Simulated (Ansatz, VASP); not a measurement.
**Two plane-wave programs on Si2Mo**

```
Si Mo
1.0
    -1.60849    1.60849    3.93661
     1.60849   -1.60849    3.93661
     1.60849    1.60849   -3.93661
Si Mo
2 1
Direct
  0.33510 0.33510 0.00000
  0.66490 0.66490 0.00000
  0.00000 0.00000 0.00000
```

Alike in both runs: task single point; functional PBE; k mesh 18 × 18 × 18; occupations gaussian, width 0.15 eV; no spin polarisation.

|  | VASP | Ansatz |
| --- | --- | --- |
| version | VASP 6.6.1 | Ansatz 0.2.0 |
| potentials or method | VASP PAW PBE potentials, release 64 (Si, Mo_sv), cutoff 520 eV | scalar-relativistic, plane waves, PAW |
| valence electrons in the cell | 22 | 22 |

```tsv
	VASP	Ansatz	Ansatz less VASP
gap on the k mesh at the Fermi level (eV)	none	none	-
pressure (GPa)	0.2	0.0	-0.15
```

A gap of «none» marks a metal or a gap that the smearing closes.
